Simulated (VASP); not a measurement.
# KCl (Fm-3m) in VASP: notebook, part 2 of 2

VASP 6.6.1.

## (4) Relaxation of cell and atoms, PBEsol

This run uses another cell than the first one, of 31.15 Å³/atom, 1.024 times its volume.

File INCAR:

```
  PREC = Accurate
  ENCUT = 600
  EDIFF = 1E-7
  ISMEAR = -1
  SIGMA = 0.05
  LREAL = False
  LASPH = True
  NELM = 80
  ALGO = Normal
  ISIF = 3
  LWAVE = False
  LCHARG = False
  GGA = PS
  IBRION = 2
  NSW = 100
  EDIFFG = -0.002
```

File KPOINTS:

```
Automatic mesh
0
Gamma
  10 10 10
```

File POSCAR:

```
KCl
1.0
    3.1464700000      3.1464700000      0.0000000000
   -3.1464700000      3.1464700000      0.0000000000
    0.0000000000      3.1464700000      3.1464700000
K Cl
1 1
Direct
    0.0000000000      0.0000000000      0.0000000000
    0.5000000000      0.5000000000      0.0000000000
```

Potentials or basis: VASP PAW PBE potentials, release 64 (K_sv, Cl).

Launch:

```bash
> cat potpaw_PBE.64/K_sv/POTCAR potpaw_PBE.64/Cl/POTCAR > POTCAR
> mpirun -np 1 vasp_std > vasp.out
```

OUTCAR:

```text
PREC = Accurate
   ENCUT = 600
   EDIFF = 1E-7
   ISMEAR = -1
   LREAL = False
   LASPH = True
   NELM = 80
   ISIF = 3
   GGA = PS
   IBRION = 2
   NSW = 100
   EDIFFG = -0.002

 ion  position               nearest neighbor table
   1  0.000  0.000  0.000-   2 3.15   2 3.15   2 3.15   2 3.15   2 3.15   2 3.15
   2  0.500  0.500  0.000-   1 3.15   1 3.15   1 3.15   1 3.15   1 3.15   1 3.15

  LATTYP: Found a face centered cubic cell.
 ALAT       =     6.2929400000

  Lattice vectors:

 A1 = (   0.0000000000,   3.1464700000,   3.1464700000)
 A2 = (   3.1464700000,   0.0000000000,   3.1464700000)
 A3 = (   3.1464700000,   3.1464700000,   0.0000000000)

Analysis of symmetry for initial positions (statically):
=====================================================================
 Subroutine PRICEL returns:
 Original cell was already a primitive cell.

 Routine SETGRP: Setting up the symmetry group for a
 face centered cubic supercell.

 Subroutine GETGRP returns: Found 48 space group operations
 (whereof 48 operations were pure point group operations)
 out of a pool of 48 trial point group operations.

The static configuration has the point symmetry O_h .

Analysis of symmetry for dynamics (positions and initial velocities):
=====================================================================
 Subroutine PRICEL returns:
 Original cell was already a primitive cell.

 Routine SETGRP: Setting up the symmetry group for a
 face centered cubic supercell.

 Subroutine GETGRP returns: Found 48 space group operations
 (whereof 48 operations were pure point group operations)
 out of a pool of 48 trial point group operations.

The dynamic configuration has the point symmetry O_h .

 Subroutine INISYM returns: Found 48 space group operations
 (whereof 48 operations are pure point group operations),
 and found     1 'primitive' translations

----------------------------------------------------------------------------------------

                                     Primitive cell

  volume of cell :      62.3018

  direct lattice vectors                    reciprocal lattice vectors
     3.146470000  3.146470000  0.000000000     0.158908237  0.158908237 -0.158908237
    -3.146470000  3.146470000  0.000000000    -0.158908237  0.158908237 -0.158908237
     0.000000000  3.146470000  3.146470000     0.000000000  0.000000000  0.317816474

  length of vectors
     4.449780548  4.449780548  4.449780548     0.275237140  0.275237140  0.317816474

  position of ions in fractional coordinates (direct lattice)
     0.000000000  0.000000000  0.000000000
     0.500000000  0.500000000  0.000000000

  ion indices of the primitive-cell ions
   primitive index   ion index
                 1           1
                 2           2

----------------------------------------------------------------------------------------

 KPOINTS: Automatic mesh

Automatic generation of k-mesh.
 Grid dimensions read from file:
 generate k-points for:   10   10   10

 Generating k-lattice:

  Cartesian coordinates                     Fractional coordinates (reciprocal lattice)
     0.015890824  0.015890824 -0.015890824     0.100000000  0.000000000  0.000000000
    -0.015890824  0.015890824 -0.015890824     0.000000000  0.100000000  0.000000000
[... 47 lines left out ...]
   NGXF,Y,Z  is equivalent  to a cutoff of  26.90, 26.90, 26.90 a.u.
 SYSTEM =  unknown system
   PREC   = accura    normal or accurate (medium, high low for compatibility)
   ISTART =      0    job   : 0-new  1-cont  2-samecut
   ICHARG =      2    charge: 1-file 2-atom 10-const
   ISPIN  =      1    spin polarized calculation?
   LNONCOLLINEAR =      F non collinear calculations
   LSORBIT =      F    spin-orbit coupling
   LASPH  =      T    aspherical Exc in radial PAW
   ENCUT  =  600.0 eV  44.10 Ry    6.64 a.u.   8.89  8.89  8.89*2*pi/ulx,y,z
   NELM   =     80;   NELMIN=  2; NELMDL= -5     # of ELM steps
   EDIFF  = 0.1E-06   stopping-criterion for ELM
   LREAL  =      F    real-space projection
   EDIFFG = -.2E-02   stopping-criterion for IOM
   NSW    =    100    number of steps for IOM
   IBRION =      2    ionic relax: 0-MD 1-quasi-New 2-CG
   NFREE  =      1    steps in history (QN), initial steepest desc. (CG)
   ISIF   =      3    stress and relaxation
   ISYM   =      2    0-nonsym 1-usesym 2-fastsym
   POTIM  = 0.5000    time-step for ionic-motion
   TEBEG  =    0.0;   TEEND  =   0.0 temperature during run
   PSTRESS=    0.0 pullay stress
   NELECT =      16.0000    total number of electrons
   NUPDOWN=      -1.0000    fix difference up-down
   EMIN   =  10.00;   EMAX   =-10.00  energy-range for DOS
   EFERMI =   0.00;   METHOD = LEGACY
   ISMEAR =    -1;   SIGMA  =   0.05  broadening in eV -4-tet -1-fermi 0-gaus
   EFERMI_NEDOS =   21; number of points for ismear=-14 and -15
   IALGO  =     38    algorithm
   IMIX   =      4    mixing-type and parameters
     AMIX     =   0.40;   BMIX     =  1.00
     AMIX_MAG =   1.60;   BMIX_MAG =  1.00
  volume/ion in A,a.u.               =      31.15       210.22
  Fermi-wavevector in a.u.,A,eV,Ry     =   1.040594  1.966437 14.732871  1.082835
  Thomas-Fermi vector in A             =   2.175177
   LORBIT       =      0    0 simple, 1 ext, 2 COOP (PROOUT), +10 PAW based schemes
   GGA     = PS    functional components
   LHFCALC =     F    Hartree Fock is set to
   AEXX    =    0.0000 exact exchange contribution
   IVDW    =     0    specifies the selected vdW correction
   LEPSILON=     F    determine dielectric tensor
   LRPA    =     F    only Hartree local field effects (RPA)
 conjugate gradient relaxation of ions
 non-spin polarized calculation
  energy-cutoff  :      600.00
  volume of cell :       62.30
 maximum number of plane-waves:      2102
   NGX = 17   NGY = 17   NGZ = 17

--------------------------------------- Ionic step        1  -------------------------------------------

 number of electron      16.0000001 magnetization

 Free energy of the ion-electron system (eV)
  ---------------------------------------------------
  ext. energy  EPLUGINS =         0.00000000
  ---------------------------------------------------
  free energy    TOTEN  =        -7.02211291 eV

  energy without entropy =       -7.02211291  energy(sigma->0) =       -7.02211291

------------------------ aborting loop because EDIFF is reached ----------------------------------------

  FORCE on cell =-STRESS in cart. coord.  units (eV):
  Direction    XX          YY          ZZ          XY          YZ          ZX
  --------------------------------------------------------------------------------------
  -------------------------------------------------------------------------------------
  Total       -0.1311933     -0.1311933     -0.1311933      0.0000000      0.0000000      0.0000000
  in kB       -3.3738155     -3.3738155     -3.3738155      0.0000000      0.0000000      0.0000000
  external PRESSURE =      -3.3738155 kB  Pullay stress =       0.0000000 kB
[... 95 lines left out ...]
--------------------------------------- Ionic step        4  -------------------------------------------

 number of electron      16.0000002 magnetization

 Free energy of the ion-electron system (eV)
  ---------------------------------------------------
  ext. energy  EPLUGINS =         0.00000000
  ---------------------------------------------------
  free energy    TOTEN  =        -7.02339622 eV

  energy without entropy =       -7.02339622  energy(sigma->0) =       -7.02339622

 E-fermi :  -0.7827     XC(G=0):  -7.8037

 val. band max:       -1.8291419246   @ k =   0.0000   0.0000   0.0000
 cond. band min:       3.2552034403   @ k =   0.0000   0.0000   0.0000
 fundamental gap:      5.0843453649
 Fermi energy:        -0.7827191724

 k-point     1 :       0.0000    0.0000    0.0000
  band No.  band energies     occupation
      1     -28.8270      2.00000
      2     -13.9426      2.00000
      3     -12.3543      2.00000
      4     -12.3543      2.00000
      5     -12.3543      2.00000
      6      -1.8291      2.00000
      7      -1.8291      2.00000
      8      -1.8291      2.00000
      9       3.2552      0.00000
     10       6.4721      0.00000
     11       6.4721      0.00000
     12       6.4721      0.00000
[... 331 lines left out ...]
 k-point    24 :       0.4000    0.3000    0.0000
  band No.  band energies     occupation
      1     -28.8119      2.00000
      2     -13.9811      2.00000
      3     -12.4637      2.00000
      4     -12.3895      2.00000
      5     -12.2596      2.00000
      6      -2.5587      2.00000
      7      -2.3438      2.00000
      8      -2.1531      2.00000
      9       5.5970      0.00000
     10       6.8290      0.00000
     11       7.9092      0.00000
     12       8.2133      0.00000

 [... further k-points ...]
[... 5 lines left out ...]
  --------------------------------------------------------------------------------------
  -------------------------------------------------------------------------------------
  Total        0.0004810      0.0004810      0.0004810     -0.0000000      0.0000000      0.0000000
  in kB        0.0126104      0.0126104      0.0126104     -0.0000000      0.0000000      0.0000000
  external PRESSURE =       0.0126104 kB  Pullay stress =       0.0000000 kB
[... 17 lines left out ...]
  FREE ENERGIE OF THE ION-ELECTRON SYSTEM (eV)
  ---------------------------------------------------
  free  energy   TOTEN  =        -7.0233962229 eV

  energy  without entropy=       -7.0233962228  energy(sigma->0) =       -7.02339622

 reached required accuracy - stopping structural energy minimisation
```

Wall time 46 s (1 thread of Intel Xeon 6975P-C (Granite Rapids), shared host); peak memory 0.24 GiB.

What came out:

| Item | Value |
| --- | --- |
| Free energy | -7.0234 eV |
| Relaxed volume | 30.56 Å³/atom |
| Relaxed cell | a = 4.421 Å, b = 4.421 Å, c = 4.421 Å, α = 60.00°, β = 60.00°, γ = 90.00° |
| Space group after relaxing (to 0.05 Å) | Fm-3m (No. 225) |
| Energy gained by relaxing | 0.6 meV/atom |
| Ionic steps | 4 |
| Pressure after relaxing | 0.0 GPa |
| Band gap on the k mesh | 5.08 eV, direct |

The path:
```tsv
step	energy change (eV)	largest force (eV/Å)	pressure (GPa)	volume (Å³)
1	0.0000	0.0000	-0.34	62.30
2	-0.0010	0.0000	-0.18	61.71
3	-0.0013	0.0000	-0.02	61.17
4	-0.0013	0.0000	0.00	61.11
```

Final structure:
```yaml
crystal:
  lattice:
    - [3.12634, 3.12634, 0.00000]
    - [-3.12634, 3.12634, 0.00000]
    - [0.00000, 3.12634, 3.12634]
  atoms:
    - { symbol: K, position: [0.00000, 0.00000, 0.00000] }
    - { symbol: Cl, position: [0.50000, 0.50000, 0.00000] }
```

Levels at points of the mesh, in eV from the valence-band top:
```csv
k point,band 6,band 7,band 8,band 9,band 10,band 11
"(0.00, 0.00, 0.00)",0.00,0.00,0.00,5.08,8.30,8.30
"(0.50, 0.00, 0.00)",-1.12,-0.35,-0.35,7.48,8.56,10.54
"(0.50, 0.50, 0.00)",-0.69,-0.23,-0.23,6.38,8.31,10.01
```

Caveat: the PAW data sets were made with another functional, which shifts forces and pressure a little.

## (5) Summary

```tsv
task	cell	k mesh	cutoff (eV)	smearing	gap on the mesh (eV)	pressure (GPa)
single point	a = 4.414 Å, angles 60.0, 60.0, 90.0°, 2 atoms	6 × 6 × 6	520	gaussian 0.01 eV	5.10	0.1
single point	a = 4.414 Å, angles 60.0, 60.0, 90.0°, 2 atoms	10 × 10 × 10	520	fermi-dirac 0.05 eV	5.10	0.1
relaxation of cell and atoms	relaxed from a = 4.450 Å, angles 60.0, 60.0, 90.0°, 2 atoms	10 × 10 × 10	600	fermi-dirac 0.05 eV	5.08	0.0
```

Alike in all rows: level PBEsol; potentials or basis VASP PAW PBE potentials, release 64 (K_sv, Cl); no spin polarisation.

Caveats: the PAW data sets were made with another functional, which shifts forces and pressure a little.

Total energies depend on the potentials used, so only differences within one code and one set of settings carry meaning.
